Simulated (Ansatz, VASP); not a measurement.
# PbSe: VASP beside Ansatz

Contents of INCAR:

```
SYSTEM = PbSe
PREC = Accurate
ENCUT = 520
EDIFF = 1E-6
ISMEAR = -1
SIGMA = 0.05
LREAL = .False.
LASPH = .True.
NELM = 60
ALGO = Normal
ISIF = 2
LWAVE = .False.
LCHARG = .False.
GGA = RP
IVDW = 12
NBANDS = 17
```

File KPOINTS:

```
regular mesh
0
Gamma
  8 8 8
  0 0 0
```

POSCAR

```
PbSe
1.0
    0.0000000000      2.9981702236      2.9981702236
    2.9981702236      0.0000000000      2.9981702236
    2.9981702236      2.9981702236      0.0000000000
Pb Se
1 1
Direct
    0.0000000000      0.0000000000      0.0000000000
    0.5000000000      0.5000000000      0.5000000000
```

input.yaml

```yaml
crystal:
  lattice:
    - [0.0, 2.9981702236, 2.9981702236]
    - [2.9981702236, 0.0, 2.9981702236]
    - [2.9981702236, 2.9981702236, 0.0]
  atoms:
    - { symbol: Pb, position: [0.0, 0.0, 0.0] }
    - { symbol: Se, position: [0.5, 0.5, 0.5] }
hamiltonian:
  xc: rpbe
  pseudopotentials: { kind: paw }
  dispersion: d3bj
kpoints:
  mp_grid: { grid: [8, 8, 8] }
scf:
  occupations: { method: fermi_dirac, width: 0.05 }
output:
  forces: true
  stress: true
  eigenvalues: true
```

Alike in both runs: task single point; functional RPBE; dispersion D3(BJ); k mesh 8 × 8 × 8; occupations fermi-dirac, width 0.05 eV; no spin polarisation.

|  | VASP | Ansatz |
| --- | --- | --- |
| version | VASP 6.6.1 | Ansatz 0.2.0 |
| potentials or method | VASP PAW PBE potentials, release 64 (Pb_d, Se) | Ansatz PAW |
| plane-wave cutoff (eV) | 520 | 420 |
| valence electrons in the cell | 20 | 30 |

|  | VASP | Ansatz | Ansatz less VASP |
| --- | --- | --- | --- |
| gap on the k mesh at the Fermi level (eV) | 0.14 | 0.14 | -0.006 |
| least direct gap on the mesh (eV) | 0.14 | 0.14 | -0.006 |
| pressure (GPa) | -8.0 | -8.0 | +0.02 |

VASP's potentials were made for PBE, not for RPBE. VASP's potentials hold 20 valence electrons a cell and Ansatz's 30, so a difference there can come from the potentials and not from the codes.

Spin-orbit coupling is off throughout.
